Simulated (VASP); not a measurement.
# Si (Imma) in VASP: single point with PBEsol

Aim: the single point of Si with PBEsol.

All numbers are computed with VASP 6.6.1; they aren't measurements. Logs are shortened: lines on timing, memory, paths and dates and some standing lists are left out, and cuts for length are marked.

### 1 The cell of the first run

Symmetry: Imma, No. 74, orthorhombic system. The conventional cell has a = 3.833 Å, b = 3.996 Å, c = 5.349 Å, α = 90.00°, β = 90.00°, γ = 90.00°. Si (site symmetry mm2) has 4 Si at 2.35 to 2.39 Å within 3.1 Å.

### 2 Single point, PBEsol (uniaxial strain along a: +4.0 %, then relaxed in part)

Input file INCAR:

```
SYSTEM = Si
PREC = Accurate ; ENCUT = 520
EDIFF = 1E-6 ; ISMEAR = 0
SIGMA = 0.02 ; LREAL = .False.
LASPH = .True. ; NELM = 80
ALGO = Normal ; ISIF = 2
LWAVE = .False. ; LCHARG = .True.
GGA = PS ; LELF = .True.
LVHAR = .True. ; NBANDS = 16
```

Input file KPOINTS:

```
Automatic mesh
0
Gamma
  10 10 8
  0 0 0
```

Input file POSCAR:

```
Si
1.0
    2.8255937640      2.8255937640      0.0000000000
   -2.7100742881      2.7100742881      0.0000000000
    0.0000000000      0.0000000000      5.3492959889
Si
4
Direct
    0.0000000000      0.5000000000      0.2471819766
    0.0000000000      0.0000000000      0.5028180234
    0.5000000000      0.0000000000      0.7471819766
    0.5000000000      0.5000000000      0.0028180234
```

Potentials or basis: VASP PAW PBE potentials, release 64 (Si).

Run with:

```console
cat potpaw_PBE.64/Si/POTCAR > POTCAR
mpirun -np 1 vasp_std > vasp.out
```

OUTCAR:

```text
SYSTEM = Si
   PREC = Accurate
   ENCUT = 520
   EDIFF = 1E-6
   ISMEAR = 0
   LREAL = .False.
   LASPH = .True.
   NELM = 80
   ISIF = 2
   GGA = PS

 ion  position               nearest neighbor table
   1  0.000  0.500  0.247-   2 2.35   2 2.35   4 2.39   4 2.39
   2  0.000  0.000  0.503-   1 2.35   1 2.35   3 2.39   3 2.39
   3  0.500  0.000  0.747-   4 2.35   4 2.35   2 2.39   2 2.39
   4  0.500  0.500  0.003-   3 2.35   3 2.35   1 2.39   1 2.39

  LATTYP: Found a simple orthorhombic cell.
 ALAT       =     3.8326238133
 B/A-ratio  =     1.0426259444
 C/A-ratio  =     1.3957268570

  Lattice vectors:

 A1 = (   2.7100742881,  -2.7100742881,   0.0000000000)
 A2 = (   2.8255937640,   2.8255937640,   0.0000000000)
 A3 = (   0.0000000000,   0.0000000000,   5.3492959889)

Analysis of symmetry for initial positions (statically):
=====================================================================
 Subroutine PRICEL returns following result:

  LATTYP: Found a body centered orthorhombic cell.
 ALAT       =     3.8326238133
 B/A-ratio  =     1.0426259444
 C/A-ratio  =     1.3957268570

  Lattice vectors:

 A1 = (   2.7678340261,   0.0577597379,  -2.6746479944)
 A2 = (  -2.7678340261,  -0.0577597379,  -2.6746479945)
 A3 = (   0.0577597380,   2.7678340260,   2.6746479945)

   2 primitive cells build up your supercell.

 Routine SETGRP: Setting up the symmetry group for a
 simple orthorhombic supercell.

 Subroutine GETGRP returns: Found  8 space group operations
 (whereof  4 operations were pure point group operations)
 out of a pool of  8 trial point group operations.

The static configuration has the point symmetry C_2v.
 The point group associated with its full space group is D_2h.

Analysis of symmetry for dynamics (positions and initial velocities):
=====================================================================
 Subroutine PRICEL returns following result:

  LATTYP: Found a body centered orthorhombic cell.
 ALAT       =     3.8326238133
 B/A-ratio  =     1.0426259444
 C/A-ratio  =     1.3957268570

  Lattice vectors:

 A1 = (   2.7678340261,   0.0577597379,  -2.6746479944)
 A2 = (  -2.7678340261,  -0.0577597379,  -2.6746479945)
 A3 = (   0.0577597380,   2.7678340260,   2.6746479945)

   2 primitive cells build up your supercell.

 Routine SETGRP: Setting up the symmetry group for a
 simple orthorhombic supercell.

 Subroutine GETGRP returns: Found  8 space group operations
 (whereof  4 operations were pure point group operations)
 out of a pool of  8 trial point group operations.

The dynamic configuration has the point symmetry C_2v.
 The point group associated with its full space group is D_2h.

 Subroutine INISYM returns: Found  8 space group operations
 (whereof  4 operations are pure point group operations),
 and found     2 'primitive' translations

----------------------------------------------------------------------------------------

                                     Primitive cell

  volume of cell :      40.9626

  direct lattice vectors                    reciprocal lattice vectors
     2.767834026  0.057759738 -2.674647994     0.176953958  0.176953958 -0.186940488
    -2.767834026 -0.057759738 -2.674647994    -0.184496787  0.184496787 -0.186940488
     0.057759738  2.767834026  2.674647994    -0.007542830  0.361450745  0.000000000

  length of vectors
     3.849413368  3.849413368  3.849413368     0.312365415  0.320974882  0.361529440

  position of ions in fractional coordinates (direct lattice)
     0.752818023  0.252818023  0.500000000
     0.497181977  0.497181977  0.000000000

  ion indices of the primitive-cell ions
   primitive index   ion index
                 1           1
                 2           4

----------------------------------------------------------------------------------------

 KPOINTS: Automatic mesh

Automatic generation of k-mesh.
 Grid dimensions read from file:
 generate k-points for:   10   10    8

 Generating k-lattice:

  Cartesian coordinates                     Fractional coordinates (reciprocal lattice)
     0.017695396  0.017695396  0.000000000     0.100000000  0.000000000  0.000000000
    -0.018449679  0.018449679  0.000000000     0.000000000  0.100000000  0.000000000
     0.000000000  0.000000000  0.023367561     0.000000000  0.000000000  0.125000000

  Length of vectors
     0.025025069  0.026091786  0.023367561

  Shift w.r.t. Gamma in fractional coordinates (k-lattice)
     0.000000000  0.000000000  0.000000000

 Subroutine IBZKPT returns following result:
 ===========================================

 Found    180 irreducible k-points:

 Following reciprocal coordinates:
            Coordinates               Weight
  0.000000  0.000000  0.000000      1.000000
  0.100000  0.000000  0.000000      2.000000
  0.200000  0.000000  0.000000      2.000000
  0.300000  0.000000  0.000000      2.000000
  0.400000  0.000000  0.000000      2.000000
  0.500000  0.000000  0.000000      1.000000
[... 16 lines left out ...]
  0.400000  0.300000  0.000000      4.000000
  0.500000  0.300000  0.000000      2.000000
 [... further k-points ...]
   k-points           NKPTS =    180   k-points in BZ     NKDIM =    180   number of bands    NBANDS=     16
   number of dos      NEDOS =    301   number of ions     NIONS =      4
   total plane-waves  NPLWV =  36000
   dimension x,y,z NGX =    30 NGY =   30 NGZ =   40
   dimension x,y,z NGXF=    60 NGYF=   60 NGZF=   80
   ions per type =               4
   NGX,Y,Z   is equivalent  to a cutoff of  12.48, 13.01, 12.43 a.u.
   NGXF,Y,Z  is equivalent  to a cutoff of  24.96, 26.03, 24.86 a.u.
 SYSTEM =  Si
   PREC   = accura    normal or accurate (medium, high low for compatibility)
   ISTART =      0    job   : 0-new  1-cont  2-samecut
   ICHARG =      2    charge: 1-file 2-atom 10-const
   ISPIN  =      1    spin polarized calculation?
   LNONCOLLINEAR =      F non collinear calculations
   LSORBIT =      F    spin-orbit coupling
   LASPH  =      T    aspherical Exc in radial PAW
   ENCUT  =  520.0 eV  38.22 Ry    6.18 a.u.   7.43  7.13  9.95*2*pi/ulx,y,z
   NELM   =     80;   NELMIN=  2; NELMDL= -5     # of ELM steps
   EDIFF  = 0.1E-05   stopping-criterion for ELM
   LREAL  =      F    real-space projection
   EDIFFG = 0.1E-04   stopping-criterion for IOM
   NSW    =      0    number of steps for IOM
   IBRION =     -1    ionic relax: 0-MD 1-quasi-New 2-CG
   NFREE  =      0    steps in history (QN), initial steepest desc. (CG)
   ISIF   =      2    stress and relaxation
   ISYM   =      2    0-nonsym 1-usesym 2-fastsym
   POTIM  = 0.5000    time-step for ionic-motion
   TEBEG  =    0.0;   TEEND  =   0.0 temperature during run
   PSTRESS=    0.0 pullay stress
   NELECT =      16.0000    total number of electrons
   NUPDOWN=      -1.0000    fix difference up-down
   EMIN   =  10.00;   EMAX   =-10.00  energy-range for DOS
   EFERMI =   0.00;   METHOD = LEGACY
   ISMEAR =     0;   SIGMA  =   0.02  broadening in eV -4-tet -1-fermi 0-gaus
   EFERMI_NEDOS =   21; number of points for ismear=-14 and -15
   IALGO  =     38    algorithm
   IMIX   =      4    mixing-type and parameters
     AMIX     =   0.40;   BMIX     =  1.00
     AMIX_MAG =   1.60;   BMIX_MAG =  1.00
  volume/ion in A,a.u.               =      20.48       138.21
  Fermi-wavevector in a.u.,A,eV,Ry     =   0.949822  1.794904 12.274662  0.902162
  Thomas-Fermi vector in A             =   2.078141
   LORBIT       =      0    0 simple, 1 ext, 2 COOP (PROOUT), +10 PAW based schemes
   GGA     = PS    functional components
   LHFCALC =     F    Hartree Fock is set to
   AEXX    =    0.0000 exact exchange contribution
   IVDW    =     0    specifies the selected vdW correction
   LEPSILON=     F    determine dielectric tensor
   LRPA    =     F    only Hartree local field effects (RPA)
 non-spin polarized calculation
 Gauss-broadening in eV      SIGMA  =   0.02
  energy-cutoff  :      520.00
  volume of cell :       81.93
 maximum number of plane-waves:      2228
 NGX is ok and might be reduce to    30
   NGX = 15   NGY = 15   NGZ = 19

 number of electron      16.0000001 magnetization

 Free energy of the ion-electron system (eV)
  ---------------------------------------------------
  ext. energy  EPLUGINS =         0.00000000
  ---------------------------------------------------
  free energy    TOTEN  =       -22.92827977 eV

  energy without entropy =      -22.92825788  energy(sigma->0) =      -22.92826883

 E-fermi :   5.7152     XC(G=0):  -9.4693

 val. band max:        5.7030124712   @ k =   0.0000   0.0000   0.0000
 cond. band min:       5.7303285270   @ k =   0.0000   0.0000   0.0000
 fundamental gap:      0.0273160558
 Fermi energy:         5.7152442688

 k-point     1 :       0.0000    0.0000    0.0000
  band No.  band energies     occupation
      1      -6.2706      2.00000
      2      -2.1538      2.00000
      3      -1.9730      2.00000
      4       2.3376      2.00000
      5       2.8489      2.00000
      6       5.3318      2.00000
[... 8 lines left out ...]
     15      12.9577      0.00000
     16      13.2019      0.00000

 k-point     2 :       0.1000    0.0000    0.0000
  band No.  band energies     occupation
      1      -6.1902      2.00000
      2      -2.2246      2.00000
      3      -1.8855      2.00000
      4       1.9628      2.00000
      5       2.9131      2.00000
      6       4.6158      2.00000
[... 8 lines left out ...]
     15      12.6198      0.00000
     16      13.3249      0.00000

 k-point     3 :       0.2000    0.0000    0.0000
  band No.  band energies     occupation
      1      -5.9509      2.00000
      2      -2.4851      2.00000
      3      -1.6235      2.00000
      4       1.4184      2.00000
      5       3.1027      2.00000
      6       3.3967      2.00000
[... 8 lines left out ...]
     15      12.0759      0.00000
     16      13.0300      0.00000
[... 362 lines left out ...]
 k-point    23 :       0.4000    0.3000    0.0000
  band No.  band energies     occupation
      1      -4.2368      2.00000
      2      -2.8649      2.00000
      3      -1.3675      2.00000
      4       0.1924      2.00000
      5       2.0509      2.00000
      6       2.2914      2.00000
[... 8 lines left out ...]
     15      12.5666      0.00000
     16      13.2970      0.00000

 k-point    24 :       0.5000    0.3000    0.0000
  band No.  band energies     occupation
      1      -3.5851      2.00000
      2      -3.5851      2.00000
      3      -0.6468      2.00000
      4      -0.6468      2.00000
      5       2.4817      2.00000
      6       2.4817      2.00000
[... 8 lines left out ...]
     15      14.1783      0.00000
     16      14.1783      0.00000

 [... further k-points ...]

------------------------ aborting loop because EDIFF is reached ----------------------------------------

  FORCE on cell =-STRESS in cart. coord.  units (eV):
  Direction    XX          YY          ZZ          XY          YZ          ZX
  --------------------------------------------------------------------------------------
  -------------------------------------------------------------------------------------
  Total       -1.4255536     -1.4255536      0.0501222     -1.4930913      0.0000000      0.0000000
  in kB      -27.8789622    -27.8789622      0.9802192    -29.1997689      0.0000000      0.0000000
  external PRESSURE =     -18.2592350 kB  Pullay stress =       0.0000000 kB

 VOLUME and BASIS-vectors are now :
 -----------------------------------------------------------------------------
  energy-cutoff  :      520.00
  volume of cell :       81.93
      direct lattice vectors                 reciprocal lattice vectors
     2.825593764  2.825593764  0.000000000     0.176953958  0.176953958  0.000000000
    -2.710074288  2.710074288  0.000000000    -0.184496787  0.184496787  0.000000000
     0.000000000  0.000000000  5.349295989     0.000000000  0.000000000  0.186940488

 POSITION                                       TOTAL-FORCE (eV/Angst)
 -----------------------------------------------------------------------------------
     -1.35504      1.35504      1.32225         0.000000      0.000000     -0.001233
      0.00000      0.00000      2.68972        -0.000000      0.000000      0.001233
      1.41280      1.41280      3.99690         0.000000      0.000000     -0.001233
      0.05776      2.76783      0.01507        -0.000000     -0.000000      0.001233
 -----------------------------------------------------------------------------------
    total drift:                               -0.000000      0.000000      0.000000

  FREE ENERGIE OF THE ION-ELECTRON SYSTEM (eV)
  ---------------------------------------------------
  free  energy   TOTEN  =       -22.9282797747 eV

  energy  without entropy=      -22.9282578802  energy(sigma->0) =      -22.92826883
```

Wall time 3.4 min (1 thread of AMD EPYC 7R43 (Zen 3), shared host); peak memory 0.25 GiB.

What came out:

| Property | Result |
| --- | --- |
| Free energy | -22.9283 eV |
| Pressure | -1.8 GPa |
| Band gap on the k mesh | 0.03 eV |

Stress tensor (GPa, compression positive):
```
-2.79 -2.92  0.00
-2.92 -2.79  0.00
 0.00  0.00  0.10
```

Levels at points of the mesh, in eV from the valence-band top:
```csv
k point,band 6,band 7,band 8,band 9,band 10,band 11
"(0.00, 0.00, 0.00)",-0.37,-0.04,0.00,0.03,0.62,2.09
"(0.50, 0.00, 0.00)",-3.77,-1.44,-1.44,2.23,2.23,4.70
"(0.00, 0.50, 0.00)",-3.69,-1.78,-1.78,1.79,1.79,4.45
"(0.50, 0.50, 0.00)",-2.86,-2.86,-2.86,0.59,0.59,0.59
"(0.00, 0.00, 0.50)",-2.36,-1.89,-1.89,0.73,0.73,2.96
"(0.50, 0.00, 0.50)",-1.29,-1.11,-1.11,1.45,1.45,3.21
"(0.00, 0.50, 0.50)",-1.63,-1.23,-1.23,0.96,0.96,2.84
"(0.50, 0.50, 0.50)",-3.96,-3.96,-3.96,4.30,4.30,4.30
```

Caveat: the cell differs from its parent crystal (uniaxial strain along a: +4.0 %, then relaxed in part); semilocal functionals underestimate gaps, and a narrow one can read as zero; the PAW data sets were made with another functional, which shifts forces and pressure a little. A k mesh can miss the band edges.
